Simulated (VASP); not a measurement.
Runs of VASP 6.6.1 on Ru. The structure is that of space group Fd-3m (No. 227), or close to it. The cells are those of the table. This isn't the form of Ru at room conditions, which is hcp.

```tsv
task	potentials or basis	spin	cell	k mesh	cutoff (eV)	smearing	gap on the mesh (eV)	pressure (GPa)	moment (μB)
single point	VASP PAW PBE potentials, release 64 (Ru_pv)	off	a = 3.669 Å, angles 60.0°, 2 atoms	11 × 11 × 11	520	fermi-dirac 0.1 eV	none	32.3	-
single point	VASP PAW PBE potentials, release 64 (Ru_pv)	off	a = 3.724 Å, angles 60.0°, 2 atoms	11 × 11 × 11	520	fermi-dirac 0.1 eV	none	19.3	-
single point	VASP PAW PBE potentials, release 64 (Ru_pv)	off	a = 3.879 Å, angles 60.0°, 2 atoms	11 × 11 × 11	520	fermi-dirac 0.1 eV	none	(a)	-
single point	VASP PAW PBE potentials, release 64 (Ru_pv)	off	a = 3.928 Å, angles 60.0°, 2 atoms	11 × 11 × 11	520	fermi-dirac 0.1 eV	none	-10.9	-
relaxation of cell and atoms	VASP PAW PBE potentials, release 64 (Ru_pv)	off	relaxed from a = 3.727 Å, angles 60.0°, 2 atoms	10 × 10 × 10	600	fermi-dirac 0.1 eV	none	0.1	-
single point	VASP PAW PBE potentials, release 64 (Ru_pv)	off	a = 3.777 Å, angles 60.0°, 2 atoms	11 × 11 × 11	520	fermi-dirac 0.1 eV	none	9.0	-
single point	VASP PAW PBE potentials, release 64 (Ru_sv)	collinear, ferromagnetic start	a = 3.723 Å, angles 60.0°, 2 atoms	11 × 11 × 11	620	fermi-dirac 0.05 eV	none	(b)	0.00
single point	VASP PAW PBE potentials, release 64 (Ru_pv)	non-collinear, zero start, SOC	a = 3.828 Å, angles 60.0°, 2 atoms	10 × 10 × 10	520	fermi-dirac 0.1 eV	-	1.0	0.00
```

Alike in all rows: level r2SCAN.

**Question.** Fill in the values left out.

**Answer.** (a) -5.7; (b) 18.2.

Caveats: the PAW data sets were made with another functional, which shifts forces and pressure a little; the cell stands under pressure (at least some runs); the cell stands under tension (at least some runs).

A k mesh can miss the band edges, and rows without SOC leave out spin-orbit coupling on Ru.

A gap of «none» marks levels without a gap at the run's occupations.

The runs don't all hold the same shells in valence.
